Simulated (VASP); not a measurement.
# Ba2RuN2 (I4/mmm) in VASP: notebook, part 2 of 2

VASP 6.6.1. Earlier steps stand in the parts before.

## Step 5: Single point, LDA

This run uses another cell than the first one, of 22.71 Å³/atom, 1.073 times its volume.

Contents of INCAR:

```
  PREC = Accurate
  ENCUT = 520
  EDIFF = 1E-7
  ISMEAR = -1
  SIGMA = 0.02
  LREAL = False
  LASPH = True
  NELM = 60
  ALGO = Normal
  ISIF = 2
  LWAVE = False
  LCHARG = False
  GGA = CA
  NBANDS = 30
```

Contents of KPOINTS:

```
Automatic mesh
0
Gamma
  8 8 8
```

Contents of POSCAR:

```
Ba2RuN2
1.0
   -2.0836869646      2.0836869646      6.5378295090
    2.0836869646     -2.0836869646      6.5378295090
    2.0836869646      2.0836869646     -6.5378295090
Ba Ru N
2 1 2
Direct
    0.1387171376      0.1387171376      0.0000000000
    0.8612828624      0.8612828624      0.0000000000
    0.5000000000      0.5000000000      0.0000000000
    0.6382847492      0.6382847492      0.0000000000
    0.3617152508      0.3617152508      0.0000000000
```

Potentials or basis: VASP PAW LDA potentials, release 64 (Ba_sv, Ru_pv, N).

Started as:

```
$ cat potpaw_LDA.64/Ba_sv/POTCAR potpaw_LDA.64/Ru_pv/POTCAR potpaw_LDA.64/N/POTCAR > POTCAR
$ mpirun -np 1 vasp_std > vasp.out
```

OUTCAR:

```text
PREC = Accurate
   ENCUT = 520
   EDIFF = 1E-7
   ISMEAR = -1
   LREAL = False
   LASPH = True
   NELM = 60
   ISIF = 2
   GGA = CA

 ion  position               nearest neighbor table
   1  0.139  0.139  0.000-   5 2.92   4 2.95   4 2.95   4 2.95   4 2.95   3 3.46   3 3.46   3 3.46
                             3 3.46   2 3.63   2 4.14   2 4.14   2 4.14   2 4.14
   2  0.861  0.861  0.000-   4 2.92   5 2.95   5 2.95   5 2.95   5 2.95   3 3.46   3 3.46   3 3.46
                             3 3.46   1 3.63   1 4.14   1 4.14   1 4.14   1 4.14
   3  0.500  0.500  0.000-   4 1.81   5 1.81   1 3.46   2 3.46   1 3.46   1 3.46   1 3.46   2 3.46
[... 1000 lines left out ...]
  -------------------------------------------------------------------------------------
  Total       -2.2594525     -2.2594525     -3.5005111      0.0000000     -0.0000000      0.0000000
  in kB      -31.8827125    -31.8827125    -49.3950586      0.0000000     -0.0000000      0.0000000
  external PRESSURE =     -37.7201612 kB  Pullay stress =       0.0000000 kB

 VOLUME and BASIS-vectors are now :
 -----------------------------------------------------------------------------
  energy-cutoff  :      520.00
  volume of cell :      113.54
      direct lattice vectors                 reciprocal lattice vectors
    -2.083686965  2.083686965  6.537829509     0.000000000  0.239959269  0.076477981
     2.083686965 -2.083686965  6.537829509     0.239959269  0.000000000  0.076477981
     2.083686965  2.083686965 -6.537829509     0.239959269  0.239959269  0.000000000

 POSITION                                       TOTAL-FORCE (eV/Angst)
 -----------------------------------------------------------------------------------
      0.00000      0.00000      1.81382        -0.000000     -0.000000     -0.020059
      0.00000      0.00000     11.26184        -0.000000     -0.000000      0.020059
      0.00000      0.00000      6.53783        -0.000000     -0.000000     -0.000000
      0.00000      0.00000      8.34599         0.000000      0.000000     -0.401458
      0.00000      0.00000      4.72967         0.000000      0.000000      0.401458
 -----------------------------------------------------------------------------------
    total drift:                                0.000000     -0.000000      0.000000

  FREE ENERGIE OF THE ION-ELECTRON SYSTEM (eV)
  ---------------------------------------------------
  free  energy   TOTEN  =       -35.4091934470 eV

  energy  without entropy=      -35.4088502595  energy(sigma->0) =      -35.40902185
```

Run time: 13 min. Hardware: 1 thread of Intel Xeon 6975P-C, shared host; peak memory 0.44 GiB.

Results:

```yaml
Free_energy: -35.4092 eV
Pressure: -3.8 GPa
Largest_force: 0.401 eV/Å
Band_gap_on_the_k_mesh: zero (filled and empty bands touch)
```

Forces in eV/Å, atoms in the order of the input:
```
Ba   0.000  0.000 -0.020
Ba   0.000  0.000  0.020
Ru   0.000  0.000  0.000
N    0.000  0.000 -0.401
N    0.000  0.000  0.401
```

Levels at points of the mesh, in eV from the Fermi level:
| k point | band 19 | band 20 | band 21 | band 22 | band 23 | band 24 | band 25 | band 26 |
| --- | --- | --- | --- | --- | --- | --- | --- | --- |
| (0.00, 0.00, 0.00) | -1.86 | -1.59 | -1.51 | -1.05 | 0.83 | 1.04 | 1.04 | 2.55 |
| (0.50, 0.00, 0.00) | -2.06 | -1.95 | -1.25 | -0.40 | 0.62 | 1.00 | 2.02 | 3.38 |
| (0.50, 0.50, 0.00) | -1.59 | -1.30 | -0.50 | -0.06 | 0.14 | 0.17 | 1.42 | 1.61 |
| (0.50, 0.50, 0.50) | -1.80 | -1.80 | -1.76 | -1.04 | 1.41 | 1.53 | 1.53 | 2.15 |

Caveat: spin-orbit coupling is left out, which moves the levels of the heavy elements.

## Step 6: Single point, PBE

This run uses another cell than the first one, of 22.93 Å³/atom, 1.083 times its volume.

Contents of INCAR:

```
PREC = Accurate ; ENCUT = 520
EDIFF = 1E-6 ; ISMEAR = -1
SIGMA = 0.02 ; LREAL = F
LASPH = T ; NELM = 100
ALGO = Normal ; ISIF = 2
LWAVE = F ; LCHARG = F
GGA = PE ; NBANDS = 30
```

KPOINTS is that of step 5.

Contents of POSCAR:

```
Ba2RuN2
1.0
   -2.0888314627      2.0888314627      6.5680128401
    2.0888314627     -2.0888314627      6.5680128401
    2.0888314627      2.0888314627     -6.5680128401
Ba Ru N
2 1 2
Direct
    0.1385380779      0.1385380779      0.0000000000
    0.8614619221      0.8614619221      0.0000000000
    0.5000000000      0.5000000000      0.0000000000
    0.6381846247      0.6381846247      0.0000000000
    0.3618153753      0.3618153753      0.0000000000
```

Potentials or basis: VASP PAW PBE potentials, release 64 (Ba_sv, Ru_pv, N).

Started as:

```
$ cat potpaw_PBE.64/Ba_sv/POTCAR potpaw_PBE.64/Ru_pv/POTCAR potpaw_PBE.64/N/POTCAR > POTCAR
$ mpirun -np 1 vasp_std > vasp.out
```

Run time: 12 min. Hardware: 1 thread of Intel Xeon 6975P-C, shared host; peak memory 0.53 GiB.

It converged, with:

* Free energy: -31.6017 eV
* Pressure: 0.7 GPa
* Largest force: 0.076 eV/Å
* Band gap on the k mesh: zero (filled and empty bands touch)

Forces on the atoms (eV/Å):
```
Ba   0.000  0.000  0.039
Ba   0.000  0.000 -0.039
Ru   0.000  0.000  0.000
N    0.000  0.000 -0.076
N    0.000  0.000  0.076
```

Stress tensor (GPa, compression positive):
```
0.87 0.00 0.00
0.00 0.87 0.00
0.00 0.00 0.41
```

Levels at points of the mesh, in eV from the Fermi level:
```csv
k point,band 20,band 21,band 22,band 23,band 24,band 25
"(0.00, 0.00, 0.00)",-1.66,-1.61,-1.13,0.91,1.00,1.00
"(0.50, 0.00, 0.00)",-2.01,-1.33,-0.47,0.61,0.95,1.93
"(0.50, 0.50, 0.00)",-1.38,-0.59,-0.07,0.11,0.14,1.36
"(0.50, 0.50, 0.50)",-1.85,-1.83,-1.12,1.45,1.46,1.46
```

Caveat: spin-orbit coupling is left out, which moves the levels of the heavy elements.

## Step 7: Overview

```csv
level,potentials or basis,cell,gap on the mesh (eV),pressure (GPa),largest force (eV/Å)
LDA,"VASP PAW LDA potentials, release 64 (Ba_sv, Ru_pv, N)","a = 7.034 Å, angles 146.5, 146.5, 48.2°, 5 atoms",none,1.3,0.05
PBEsol,"VASP PAW PBE potentials, release 64 (Ba_sv, Ru_pv, N)","a = 7.104 Å, angles 146.4, 146.4, 48.2°, 5 atoms",none,1.0,0.08
PBE,"VASP PAW PBE potentials, release 64 (Ba_sv, Ru_pv, N)","a = 7.171 Å, angles 146.2, 146.2, 48.5°, 5 atoms",none,1.6,0.13
LDA,"VASP PAW LDA potentials, release 64 (Ba_sv, Ru_pv, N)","a = 7.171 Å, angles 146.2, 146.2, 48.5°, 5 atoms",none,-3.8,0.40
PBE,"VASP PAW PBE potentials, release 64 (Ba_sv, Ru_pv, N)","a = 7.202 Å, angles 146.3, 146.3, 48.4°, 5 atoms",none,0.7,0.08
```

Alike in all rows: task single point; no spin polarisation; k mesh 8 × 8 × 8; cutoff (eV) 520; smearing fermi-dirac 0.02 eV.

Caveats: spin-orbit coupling is left out, which moves the levels of the heavy elements; the PAW data sets were made with another functional, which shifts forces and pressure a little (some runs).

Absolute energies hang on the potentials; compare differences alone.
